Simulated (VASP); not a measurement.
Wanted: the native input for a VASP 6.6.1 run.

| Property | Result |
| --- | --- |
| Task | single point |
| Functional | LDA |
| Potentials or basis | VASP PAW LDA potentials, release 64 (C) |
| Cutoff | 520 eV |
| k mesh | 12 × 12 × 12 |
| Occupations | gaussian, width 0.05 eV |
| Spin | no spin polarisation |
| Dipole correction | no |
| Further INCAR settings | ALGO = Normal; EDIFF = 1e-06; NBANDS = 11 |

The structure of C lies in POSCAR:

```
C
1.0
    0.0000000000      1.7359519629      1.9585010046
    1.7359519629      0.0000000000      1.9585010046
    1.7359519629      1.7359519629      0.0000000000
C
2
Direct
    0.5000000000      0.5000000000      0.5000000000
    0.7500000000      0.7500000000      0.7500000000
```

This cell differs from its parent crystal: volume 5.902 Å^3 an atom, c/a of the conventional cell 1.1282.

The input as run:

INCAR

```
ALGO     = Normal         # electronic algorithm
EDIFF    = 1E-6           # SCF threshold, eV
ENCUT    = 520            # plane-wave cutoff, eV
ISIF     = 2              # what is computed and relaxed
ISMEAR   = 0              # smearing method
LASPH    = True           # aspherical terms in the spheres
LCHARG   = True           # write CHGCAR
LELF     = True           # ELF
LREAL    = False          # projectors in reciprocal space
LVHAR    = True         
LWAVE    = False          # write WAVECAR
NBANDS   = 11             # bands
NELM     = 60             # most SCF steps
PREC     = Accurate       # precision mode
SIGMA    = 0.05           # smearing width, eV
```

KPOINTS

```
k-points
0
Gamma
  12 12 12
```

Potentials or basis: VASP PAW LDA potentials, release 64 (C).

Run with:

```console
$ cat potpaw_LDA.64/C/POTCAR > POTCAR
$ mpirun -np 1 vasp_std > vasp.out
```

It gave:

```yaml
Pressure: -26.7 GPa
Band_gap_on_the_k_mesh: 2.57 eV, indirect (least direct gap 4.41 eV)
```

It took 29 s on 1 thread of Intel Xeon 8259CL, on a shared host, peak memory 0.12 GiB.
